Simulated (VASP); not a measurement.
# SnO2 (P6_3/mmc) in VASP: notebook

Runs on SnO2. Level: PBE+D3(BJ). Tasks: single point.

Program: VASP 6.6.1. These are calculated values, not measurements. Logs are shortened: lines on timing, memory, paths and dates and some standing lists are left out, and cuts for length are marked.

### 1 The cell of the first run

Symmetry: P6_3/mmc, No. 194, hexagonal system. The conventional cell has a = 3.061 Å, b = 3.061 Å, c = 10.461 Å, α = 90.00°, β = 90.00°, γ = 120.00°. Sn (site symmetry -3m) has 6 O at 2.04 Å within 2.7 Å. O (site symmetry 3m) has 3 Sn at 2.04 Å and 3 O at 2.71 Å within 2.8 Å.

### 2 Single point, PBE+D3(BJ) (14.15 Å³/atom)

File INCAR:

```
SYSTEM = SnO2
PREC = Accurate ; ENCUT = 520
EDIFF = 1E-6 ; ISMEAR = 0
SIGMA = 0.05 ; LREAL = .False.
LASPH = .True. ; NELM = 100
ALGO = Normal ; ISIF = 2
LWAVE = .False. ; LCHARG = .True.
GGA = PE ; IVDW = 12
LELF = .True. ; LVHAR = .True.
NBANDS = 35
```

File KPOINTS:

```
Automatic mesh
0
Gamma
  12 12 4
  0 0 0
```

File POSCAR:

```
SnO2
1.0
    3.0611721455      0.0000000000      0.0000000000
   -1.5305860727      2.6510528433      0.0000000000
    0.0000000000      0.0000000000     10.4609435727
Sn O
2 4
Direct
    0.0000000000      0.0000000000      0.5000000000
    0.0000000000      0.0000000000      0.0000000000
    0.6666666667      0.3333333333      0.4017901367
    0.6666666667      0.3333333333      0.0982098633
    0.3333333333      0.6666666667      0.5982098633
    0.3333333333      0.6666666667      0.9017901367
```

Potentials or basis: VASP PAW PBE potentials, release 64 (Sn_d, O).

The run is started by

```console
cat potpaw_PBE.64/Sn_d/POTCAR potpaw_PBE.64/O/POTCAR > POTCAR
mpirun -np 1 vasp_std > vasp.out
```

OUTCAR:

```text
SYSTEM = SnO2
   PREC = Accurate
   ENCUT = 520
   EDIFF = 1E-6
   ISMEAR = 0
   LREAL = .False.
   LASPH = .True.
   NELM = 100
   ISIF = 2
   GGA = PE
   IVDW = 12
 IVDW          = 12

 ion  position               nearest neighbor table
   1  0.000  0.000  0.500-   3 2.04   5 2.04   5 2.04   3 2.04   3 2.04   5 2.04
   2  0.000  0.000  0.000-   4 2.04   6 2.04   6 2.04   4 2.04   4 2.04   6 2.04
   3  0.667  0.333  0.402-   1 2.04   1 2.04   1 2.04
   4  0.667  0.333  0.098-   2 2.04   2 2.04   2 2.04
   5  0.333  0.667  0.598-   1 2.04   1 2.04   1 2.04
   6  0.333  0.667  0.902-   2 2.04   2 2.04   2 2.04

  LATTYP: Found a hexagonal cell.
 ALAT       =     3.0611721455
 C/A-ratio  =     3.4173000000

  Lattice vectors:

 A1 = (   3.0611721455,   0.0000000000,   0.0000000000)
 A2 = (  -1.5305860727,   2.6510528433,   0.0000000000)
 A3 = (   0.0000000000,   0.0000000000,  10.4609435727)

Analysis of symmetry for initial positions (statically):
=====================================================================
 Subroutine PRICEL returns:
 Original cell was already a primitive cell.

 Routine SETGRP: Setting up the symmetry group for a
 hexagonal supercell.

 Subroutine GETGRP returns: Found 24 space group operations
 (whereof 12 operations were pure point group operations)
 out of a pool of 24 trial point group operations.

The static configuration has the point symmetry D_3d.
 The point group associated with its full space group is D_6h.

Analysis of symmetry for dynamics (positions and initial velocities):
=====================================================================
 Subroutine PRICEL returns:
 Original cell was already a primitive cell.

 Routine SETGRP: Setting up the symmetry group for a
 hexagonal supercell.

 Subroutine GETGRP returns: Found 24 space group operations
 (whereof 12 operations were pure point group operations)
 out of a pool of 24 trial point group operations.

The dynamic configuration has the point symmetry D_3d.
 The point group associated with its full space group is D_6h.

 Subroutine INISYM returns: Found 24 space group operations
 (whereof 12 operations are pure point group operations),
 and found     1 'primitive' translations

----------------------------------------------------------------------------------------

                                     Primitive cell

  volume of cell :      84.8940

  direct lattice vectors                    reciprocal lattice vectors
     3.061172146  0.000000000  0.000000000     0.326672252  0.188604313  0.000000000
    -1.530586073  2.651052843  0.000000000     0.000000000  0.377208626  0.000000000
     0.000000000  0.000000000 10.460943573     0.000000000  0.000000000  0.095593671

  length of vectors
     3.061172146  3.061172145 10.460943573     0.377208626  0.377208626  0.095593671

  position of ions in fractional coordinates (direct lattice)
     0.000000000  0.000000000  0.500000000
     0.000000000  0.000000000  0.000000000
     0.666666667  0.333333333  0.401790137
     0.666666667  0.333333333  0.098209863
     0.333333333  0.666666667  0.598209863
     0.333333333  0.666666667  0.901790137

  ion indices of the primitive-cell ions
   primitive index   ion index
                 1           1
                 2           2
                 3           3
                 4           4
                 5           5
                 6           6

----------------------------------------------------------------------------------------

 KPOINTS: Automatic mesh

Automatic generation of k-mesh.
 Grid dimensions read from file:
 generate k-points for:   12   12    4

 Generating k-lattice:

  Cartesian coordinates                     Fractional coordinates (reciprocal lattice)
     0.027222688  0.015717026  0.000000000     0.083333333 -0.000000000  0.000000000
     0.000000000  0.031434052  0.000000000     0.000000000  0.083333333  0.000000000
     0.000000000  0.000000000  0.023898418     0.000000000  0.000000000  0.250000000

  Length of vectors
     0.031434052  0.031434052  0.023898418

  Shift w.r.t. Gamma in fractional coordinates (k-lattice)
     0.000000000  0.000000000  0.000000000

 Subroutine IBZKPT returns following result:
 ===========================================

 Found     57 irreducible k-points:

 Following reciprocal coordinates:
            Coordinates               Weight
  0.000000  0.000000  0.000000      1.000000
  0.083333  0.000000  0.000000      6.000000
  0.166667  0.000000  0.000000      6.000000
  0.250000  0.000000  0.000000      6.000000
  0.333333  0.000000  0.000000      6.000000
  0.416667 -0.000000  0.000000      6.000000
[... 16 lines left out ...]
  0.250000  0.000000  0.250000     12.000000
  0.333333  0.000000  0.250000     12.000000
 [... further k-points ...]
   k-points           NKPTS =     57   k-points in BZ     NKDIM =     57   number of bands    NBANDS=     35
   number of dos      NEDOS =    301   number of ions     NIONS =      6
   total plane-waves  NPLWV =  46080
   dimension x,y,z NGX =    24 NGY =   24 NGZ =   80
   dimension x,y,z NGXF=    48 NGYF=   48 NGZF=  160
   ions per type =               2   4
   NGX,Y,Z   is equivalent  to a cutoff of  13.03, 13.03, 12.71 a.u.
   NGXF,Y,Z  is equivalent  to a cutoff of  26.07, 26.07, 25.43 a.u.
 SYSTEM =  SnO2
   PREC   = accura    normal or accurate (medium, high low for compatibility)
   ISTART =      0    job   : 0-new  1-cont  2-samecut
   ICHARG =      2    charge: 1-file 2-atom 10-const
   ISPIN  =      1    spin polarized calculation?
   LNONCOLLINEAR =      F non collinear calculations
   LSORBIT =      F    spin-orbit coupling
   LASPH  =      T    aspherical Exc in radial PAW
   ENCUT  =  520.0 eV  38.22 Ry    6.18 a.u.   5.69  5.69 19.45*2*pi/ulx,y,z
   NELM   =    100;   NELMIN=  2; NELMDL= -5     # of ELM steps
   EDIFF  = 0.1E-05   stopping-criterion for ELM
   LREAL  =      F    real-space projection
   EDIFFG = 0.1E-04   stopping-criterion for IOM
   NSW    =      0    number of steps for IOM
   IBRION =     -1    ionic relax: 0-MD 1-quasi-New 2-CG
   NFREE  =      0    steps in history (QN), initial steepest desc. (CG)
   ISIF   =      2    stress and relaxation
   ISYM   =      2    0-nonsym 1-usesym 2-fastsym
   POTIM  = 0.5000    time-step for ionic-motion
   TEBEG  =    0.0;   TEEND  =   0.0 temperature during run
   PSTRESS=    0.0 pullay stress
   NELECT =      52.0000    total number of electrons
   NUPDOWN=      -1.0000    fix difference up-down
   EMIN   =  10.00;   EMAX   =-10.00  energy-range for DOS
   EFERMI =   0.00;   METHOD = LEGACY
   ISMEAR =     0;   SIGMA  =   0.05  broadening in eV -4-tet -1-fermi 0-gaus
   EFERMI_NEDOS =   21; number of points for ismear=-14 and -15
   IALGO  =     38    algorithm
   IMIX   =      4    mixing-type and parameters
     AMIX     =   0.40;   BMIX     =  1.00
     AMIX_MAG =   1.60;   BMIX_MAG =  1.00
  volume/ion in A,a.u.               =      14.15        95.48
  Fermi-wavevector in a.u.,A,eV,Ry     =   1.390327  2.627337 26.300185  1.933009
  Thomas-Fermi vector in A             =   2.514273
   LORBIT       =      0    0 simple, 1 ext, 2 COOP (PROOUT), +10 PAW based schemes
   GGA     = PE    functional components
   LHFCALC =     F    Hartree Fock is set to
   AEXX    =    0.0000 exact exchange contribution
   IVDW    =    12    specifies the selected vdW correction
   LEPSILON=     F    determine dielectric tensor
   LRPA    =     F    only Hartree local field effects (RPA)
 non-spin polarized calculation
 Gauss-broadening in eV      SIGMA  =   0.05
  energy-cutoff  :      520.00
  volume of cell :       84.89
 maximum number of plane-waves:      2319
 NGX is ok and might be reduce to    24
   NGX = 11   NGY = 11   NGZ = 39

 number of electron      51.9999977 magnetization

 Free energy of the ion-electron system (eV)
  ---------------------------------------------------
  ext. energy  EPLUGINS =         0.00000000
  ---------------------------------------------------
  free energy    TOTEN  =       -35.60081051 eV

  energy without entropy =      -35.60081051  energy(sigma->0) =      -35.60081051

 E-fermi :   3.5586     XC(G=0):  -9.8652

 val. band max:        3.2820101938   @ k =   0.2500   0.2500   0.0000
 cond. band min:       6.3308187578   @ k =   0.0000   0.0000   0.0000
 fundamental gap:      3.0488085639
 Fermi energy:         3.5585791050

 k-point     1 :       0.0000    0.0000    0.0000
  band No.  band energies     occupation
      1     -16.8244      2.00000
      2     -16.8195      2.00000
      3     -16.3958      2.00000
      4     -16.3957      2.00000
      5     -16.3957      2.00000
      6     -16.3957      2.00000
[... 27 lines left out ...]
     34      15.9189      0.00000
     35      15.9774      0.00000

 k-point     2 :       0.0833    0.0000    0.0000
  band No.  band energies     occupation
      1     -16.7687      2.00000
      2     -16.7643      2.00000
      3     -16.4875      2.00000
      4     -16.4864      2.00000
      5     -16.3708      2.00000
      6     -16.3707      2.00000
[... 27 lines left out ...]
     34      15.6214      0.00000
     35      16.0985      0.00000

 k-point     3 :       0.1667    0.0000    0.0000
  band No.  band energies     occupation
      1     -16.8095      2.00000
      2     -16.8058      2.00000
      3     -16.5446      2.00000
      4     -16.5418      2.00000
      5     -16.3059      2.00000
      6     -16.3058      2.00000
[... 27 lines left out ...]
     34      15.3234      0.00000
     35      16.4539      0.00000

 k-point     4 :       0.2500    0.0000    0.0000
  band No.  band energies     occupation
      1     -17.1075      2.00000
      2     -17.1028      2.00000
      3     -16.3673      2.00000
      4     -16.3656      2.00000
      5     -16.2349      2.00000
      6     -16.2347      2.00000
[... 27 lines left out ...]
     34      15.1981      0.00000
     35      16.8387      0.00000

 k-point     5 :       0.3333    0.0000    0.0000
  band No.  band energies     occupation
      1     -17.3737      2.00000
      2     -17.3687      2.00000
      3     -16.2990      2.00000
      4     -16.2981      2.00000
      5     -16.2021      2.00000
      6     -16.2019      2.00000
[... 638 lines left out ...]
 k-point    22 :       0.1667    0.0000    0.2500
  band No.  band energies     occupation
      1     -16.8090      2.00000
      2     -16.8064      2.00000
      3     -16.5442      2.00000
      4     -16.5422      2.00000
      5     -16.3059      2.00000
      6     -16.3058      2.00000
[... 27 lines left out ...]
     34      15.2619      0.00000
     35      16.4671      0.00000

 k-point    23 :       0.2500    0.0000    0.2500
  band No.  band energies     occupation
      1     -17.1068      2.00000
      2     -17.1035      2.00000
      3     -16.3671      2.00000
      4     -16.3659      2.00000
      5     -16.2349      2.00000
      6     -16.2348      2.00000
[... 27 lines left out ...]
     34      15.1771      0.00000
     35      16.8528      0.00000

 k-point    24 :       0.3333    0.0000    0.2500
  band No.  band energies     occupation
      1     -17.3730      2.00000
      2     -17.3694      2.00000
      3     -16.2989      2.00000
      4     -16.2983      2.00000
      5     -16.2021      2.00000
      6     -16.2020      2.00000
[... 27 lines left out ...]
     34      15.4576      0.00000
     35      16.4594      0.00000

 [... further k-points ...]

------------------------ aborting loop because EDIFF is reached ----------------------------------------

 Edisp (eV)   -1.07803

 E8    (eV) :    -0.4223

  FORCE on cell =-STRESS in cart. coord.  units (eV):
  Direction    XX          YY          ZZ          XY          YZ          ZX
  --------------------------------------------------------------------------------------
  -------------------------------------------------------------------------------------
  Total      13.17023    13.17023     3.95004     0.00000     0.00000     0.00000
  in kB     248.55747   248.55747    74.54786     0.00000     0.00000     0.00000
  external pressure =      190.55 kB  Pullay stress =        0.00 kB

 VOLUME and BASIS-vectors are now :
 -----------------------------------------------------------------------------
  energy-cutoff  :      520.00
  volume of cell :       84.89
      direct lattice vectors                 reciprocal lattice vectors
     3.061172146  0.000000000  0.000000000     0.326672252  0.188604313  0.000000000
    -1.530586073  2.651052843  0.000000000     0.000000000  0.377208626  0.000000000
     0.000000000  0.000000000 10.460943573     0.000000000  0.000000000  0.095593671

 POSITION                                       TOTAL-FORCE (eV/Angst)
 -----------------------------------------------------------------------------------
      0.00000      0.00000      5.23047         0.000000      0.000000      0.000000
      0.00000      0.00000      0.00000         0.000000      0.000000      0.000000
      1.53059      0.88368      4.20310        -0.000000      0.000000     -1.056630
      1.53059      0.88368      1.02737         0.000000      0.000000      1.056630
     -0.00000      1.76737      6.25784         0.000000     -0.000000      1.056630
     -0.00000      1.76737      9.43358        -0.000000      0.000000     -1.056630
 -----------------------------------------------------------------------------------
    total drift:                               -0.000000      0.000000      0.000000

  FREE ENERGIE OF THE ION-ELECTRON SYSTEM (eV)
  ---------------------------------------------------
  free  energy   TOTEN  =       -36.6788393560 eV

  energy  without entropy=      -36.6788393560  energy(sigma->0) =      -36.67883936
```

Wall time 73 s (1 thread of Intel Xeon 6975P-C (Granite Rapids), shared host); peak memory 0.29 GiB.

Results:

```yaml
Free_energy: -36.6788 eV
Pressure: 19.1 GPa
Largest_force: 1.057 eV/Å
Band_gap_on_the_k_mesh: 3.05 eV (least direct gap 3.57 eV)
Dispersion_energy_per_atom: -0.180 eV
```

Forces in eV/Å, atoms in the order of the input:
```
Sn   0.000  0.000  0.000
Sn   0.000  0.000  0.000
O    0.000  0.000 -1.057
O    0.000  0.000  1.057
O    0.000  0.000  1.057
O    0.000  0.000 -1.057
```

Caveat: the cell stands under pressure; spin-orbit coupling is left out, which moves the levels of the heavy elements; forces of over 1 eV/Å act on the atoms, so gaps and moduli don't describe the material at rest. A k mesh can miss the band edges.

### 3 Single point, PBE+D3(BJ) (14.15 Å³/atom)

File INCAR:

```
SYSTEM = SnO2
ALGO = Normal
EDIFF = 1E-6
ENCUT = 520
GGA = PE
ISIF = 2
ISMEAR = 0
IVDW = 12
LASPH = .True.
LCHARG = .True.
LELF = .True.
LREAL = .False.
LVHAR = .True.
LWAVE = .False.
NBANDS = 35
NELM = 80
PREC = Accurate
SIGMA = 0.05
```

File KPOINTS:

```
k-points
0
Gamma
  12 12 4
  0 0 0
```

POSCAR, as its differences from that of step 2:

```diff
@@ -2,5 +2,5 @@
 1.0
-    3.0611721455      0.0000000000      0.0000000000
-   -1.5305860727      2.6510528433      0.0000000000
-    0.0000000000      0.0000000000     10.4609435727
+    3.1023573947      0.0000000000      0.0000000000
+   -1.5511786973      2.6867203154      0.0000000000
+    0.0000000000      0.0000000000     10.1850393266
 Sn O
```

Potentials or basis: VASP PAW PBE potentials, release 64 (Sn_d, O).

The run is started by

```console
cat potpaw_PBE.64/Sn_d/POTCAR potpaw_PBE.64/O/POTCAR > POTCAR
mpirun -np 1 vasp_std > vasp.out
```

OUTCAR:

```text
SYSTEM = SnO2
   EDIFF = 1E-6
   ENCUT = 520
   GGA = PE
   ISIF = 2
   ISMEAR = 0
   IVDW = 12
   LASPH = .True.
   LREAL = .False.
   NELM = 80
   PREC = Accurate
 IVDW          = 12

 ion  position               nearest neighbor table
   1  0.000  0.000  0.500-   3 2.05   5 2.05   5 2.05   3 2.05   3 2.05   5 2.05
   2  0.000  0.000  0.000-   4 2.05   6 2.05   6 2.05   4 2.05   4 2.05   6 2.05
   3  0.667  0.333  0.402-   1 2.05   1 2.05   1 2.05
[... 1128 lines left out ...]
  --------------------------------------------------------------------------------------
  -------------------------------------------------------------------------------------
  Total      10.57795    10.57795     4.35389     0.00000     0.00000     0.00000
  in kB     199.63434   199.63434    82.16955     0.00000     0.00000     0.00000
  external pressure =      160.48 kB  Pullay stress =        0.00 kB

 VOLUME and BASIS-vectors are now :
 -----------------------------------------------------------------------------
  energy-cutoff  :      520.00
  volume of cell :       84.89
      direct lattice vectors                 reciprocal lattice vectors
     3.102357395  0.000000000  0.000000000     0.322335525  0.186100502  0.000000000
    -1.551178697  2.686720315  0.000000000     0.000000000  0.372201004  0.000000000
     0.000000000  0.000000000 10.185039327     0.000000000  0.000000000  0.098183224

 POSITION                                       TOTAL-FORCE (eV/Angst)
 -----------------------------------------------------------------------------------
      0.00000      0.00000      5.09252        -0.000000      0.000000      0.000000
      0.00000      0.00000      0.00000        -0.000000      0.000000      0.000000
      1.55118      0.89557      4.09225         0.000000      0.000000     -1.105236
      1.55118      0.89557      1.00027         0.000000      0.000000      1.105236
     -0.00000      1.79115      6.09279        -0.000000      0.000000      1.105236
     -0.00000      1.79115      9.18477        -0.000000     -0.000000     -1.105236
 -----------------------------------------------------------------------------------
    total drift:                               -0.000000      0.000000      0.000000

  FREE ENERGIE OF THE ION-ELECTRON SYSTEM (eV)
  ---------------------------------------------------
  free  energy   TOTEN  =       -36.8850072707 eV

  energy  without entropy=      -36.8850072707  energy(sigma->0) =      -36.88500727
```

Run time: 61 s. Hardware: 1 thread of Intel Xeon 6975P-C (Granite Rapids), shared host; peak memory 0.29 GiB.

Results:

```
Free energy                : -36.8850 eV
Pressure                   : 16.0 GPa
Largest force              : 1.105 eV/Å
Band gap on the k mesh     : 2.76 eV (least direct gap 3.27 eV)
Dispersion energy per atom : -0.180 eV
```

Forces in eV/Å, atoms in the order of the input:
```
Sn   0.000  0.000  0.000
Sn   0.000  0.000  0.000
O    0.000  0.000 -1.105
O    0.000  0.000  1.105
O    0.000  0.000  1.105
O    0.000  0.000 -1.105
```

Stress tensor (GPa, compression positive):
```
19.96  0.00  0.00
 0.00 19.96  0.00
 0.00  0.00  8.22
```

Levels at points of the mesh, in eV from the valence-band top:
| k point | band 22 | band 23 | band 24 | band 25 | band 26 | band 27 | band 28 | band 29 | band 30 | band 31 |
| --- | --- | --- | --- | --- | --- | --- | --- | --- | --- | --- |
| (0.00, 0.00, 0.00) | -0.85 | -0.85 | -0.81 | -0.81 | -0.51 | 2.76 | 3.71 | 5.95 | 6.38 | 10.93 |
| (0.50, 0.00, 0.00) | -1.33 | -0.64 | -0.57 | -0.50 | -0.07 | 6.06 | 6.29 | 7.42 | 8.21 | 10.64 |
| (0.00, 0.00, 0.50) | -0.96 | -0.83 | -0.83 | -0.83 | -0.83 | 3.24 | 3.24 | 6.18 | 6.18 | 11.05 |
| (0.50, 0.00, 0.50) | -1.60 | -0.54 | -0.54 | -0.31 | -0.31 | 6.17 | 6.17 | 7.79 | 7.79 | 10.82 |

Caveat: the cell stands under pressure; spin-orbit coupling is left out, which moves the levels of the heavy elements; forces of over 1 eV/Å act on the atoms, so gaps and moduli don't describe the material at rest. A k mesh can miss the band edges.

[end of part 1 of 2]
